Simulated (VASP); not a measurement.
A run of VASP 6.6.1:

INCAR

```
SYSTEM = Co
PREC = Accurate
ENCUT = 690
EDIFF = 1E-6
ISMEAR = -1
SIGMA = 0.05
LREAL = .FALSE.
LASPH = .TRUE.
NELM = 200
ALGO = Normal
ISIF = 2
LWAVE = .FALSE.
LCHARG = .TRUE.
ISPIN = 2
MAGMOM = 2.5 2.5
LORBIT = 11
NUPDOWN = 5.0
LMAXMIX = 4
GGA = PE
LELF = .TRUE.
LVHAR = .TRUE.
NBANDS = 28
GGA_COMPAT = .FALSE.
```

Contents of KPOINTS:

```
Automatic mesh
0
G
  10 10 6
  0 0 0
```

The input POSCAR:

```
Co
1.0
    2.4719999032      0.0000000000      0.0000000000
   -1.2359999516      2.1408147143      0.0000000000
    0.0000000000      0.0000000000      4.0211440800
Co
2
Direct
    0.6666666667      0.3333333333      0.7500000000
    0.3333333333      0.6666666667      0.2500000000
```

Potentials or basis: VASP PAW PBE potentials, release 64 (Co_sv).

The run is started by

```console
$ cat potpaw_PBE.64/Co_sv/POTCAR > POTCAR
$ mpirun -np 1 vasp_std > vasp.out
```

Hardware: 1 thread of Intel(R) Xeon(R) Platinum 8488C (Sapphire Rapids), with other jobs on the host.

Problem. How long does it take, and how much memory?

Solution. Run time: 62 s on 1 thread of Intel(R) Xeon(R) Platinum 8488C (Sapphire Rapids), on a shared host, peak memory 0.21 GiB. Counts: scf iterations 14, k points 56.
